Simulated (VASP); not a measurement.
GaAs:

```
Ga As
1.0
     6.74325    0.00000    0.00000
     0.00000    6.74325    0.00000
     0.00000    0.00000    6.74325
Ga As
6 6
Direct
  0.50000 0.00000 0.75000
  0.75000 0.50000 0.00000
  0.00000 0.75000 0.50000
  0.50000 0.00000 0.25000
  0.25000 0.50000 0.00000
  0.00000 0.25000 0.50000
  0.00000 0.50000 0.75000
  0.75000 0.00000 0.50000
  0.50000 0.75000 0.00000
  0.00000 0.50000 0.25000
  0.25000 0.00000 0.50000
  0.50000 0.25000 0.00000
```

The cell was built from a structure type or drawn by symmetry, and may not be a known phase.

| Item | Value |
| --- | --- |
| Program | VASP 6.6.1 |
| Task | relaxation of cell and atoms |
| Functional | PBE |
| Potentials or basis | VASP PAW PBE potentials, release 64 (Ga_d, As) |
| Cutoff | 600 eV |
| k mesh | 4 × 4 × 4 |
| Occupations | gaussian, width 0.1 eV |
| Spin | no spin polarisation |

At the start: pressure 9.9 GPa; volume 25.55 Å³/atom.

How do energy, volume and symmetry change on relaxing?

Over 3 steps the energy falls by 110.9 meV/atom and the volume is 29.70 Å³/atom (+16.2 %); space group Pm-3n (No. 223, to 0.1 Å) before and after.

The path:
| step | energy change (eV) | largest force (eV/Å) | pressure (GPa) | volume (Å³) |
| --- | --- | --- | --- | --- |
| 1 | 0.0000 | 0.0000 | 9.89 | 306.63 |
| 2 | -1.1123 | 0.0000 | -2.63 | 382.04 |
| 3 | -1.3305 | 0.0000 | 0.13 | 356.34 |

Final structure:
```
Ga As
1.0
     7.08963    0.00000    0.00000
     0.00000    7.08963    0.00000
     0.00000    0.00000    7.08963
Ga As
6 6
Direct
  0.50000 0.00000 0.75000
  0.75000 0.50000 0.00000
  0.00000 0.75000 0.50000
  0.50000 0.00000 0.25000
  0.25000 0.50000 0.00000
  0.00000 0.25000 0.50000
  0.00000 0.50000 0.75000
  0.75000 0.00000 0.50000
  0.50000 0.75000 0.00000
  0.00000 0.50000 0.25000
  0.25000 0.00000 0.50000
  0.50000 0.25000 0.00000
```

Caveat: the volume moved by over 15 % at a fixed basis, so the end points are rough.
